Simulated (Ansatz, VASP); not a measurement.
# Two plane-wave programs on InSb

Contents of INCAR:

```
PREC = Accurate ; ENCUT = 520
EDIFF = 1E-7 ; ISMEAR = 0
SIGMA = 0.15 ; LREAL = False
LASPH = True ; NELM = 100
ALGO = Normal ; ISIF = 2
LWAVE = False ; LCHARG = False
GGA = PE ; NBANDS = 16
```

Contents of KPOINTS:

```
regular mesh
0
Gamma
  16 16 16
```

The input POSCAR:

```
InSb
1.0
   -3.0567500000      3.0567500000      1.7471500000
    3.0567500000     -3.0567500000      1.7471500000
    3.0567500000      3.0567500000     -1.7471500000
In Sb
1 1
Direct
    0.2500000000      0.7500000000      0.5000000000
    0.0000000000      0.0000000000      0.0000000000
```

Input for Ansatz:

```yaml
crystal:
  lattice:
    - [-3.05675, 3.05675, 1.74715]
    - [3.05675, -3.05675, 1.74715]
    - [3.05675, 3.05675, -1.74715]
  atoms:
    - { symbol: In, position: [0.25, 0.75, 0.5] }
    - { symbol: Sb, position: [0.0, 0.0, 0.0] }
basis:
  ecutwfc: 420
kpoints:
  mp_grid: { grid: [16, 16, 16] }
hamiltonian:
  xc: pbe
  pseudopotentials: { kind: paw, azcp: { folder: soft_1 } }
scf:
  occupations: { method: gaussian, width: 0.15 }
output:
  forces: true
  stress: true
  eigenvalues: true
```

Alike in both runs: task single point; functional PBE; k mesh 16 × 16 × 16; occupations gaussian, width 0.15 eV; no spin polarisation.

|  | VASP | Ansatz |
| --- | --- | --- |
| version | VASP 6.6.1 | Ansatz 0.2.0 |
| potentials or method | VASP PAW PBE potentials, release 64 (In_d, Sb), cutoff 520 eV | scalar-relativistic, plane waves, PAW |
| valence electrons in the cell | 18 | 28 |

```csv
,VASP,Ansatz,Ansatz less VASP
gap on the k mesh at the Fermi level (eV),none,none,-
pressure (GPa),-4.5,-4.4,+0.04
"traceless stress, the component that is largest in VASP (GPa)",-0.46,-0.45,+0.005
```

A gap of «none» marks a metal or a gap that the smearing closes. The functional is the same, so the differences come from potentials, cutoffs and numerics. VASP's potentials hold 18 valence electrons a cell and Ansatz's 28, so a difference there can come from the potentials and not from the codes.

Neither program's run includes spin-orbit coupling.
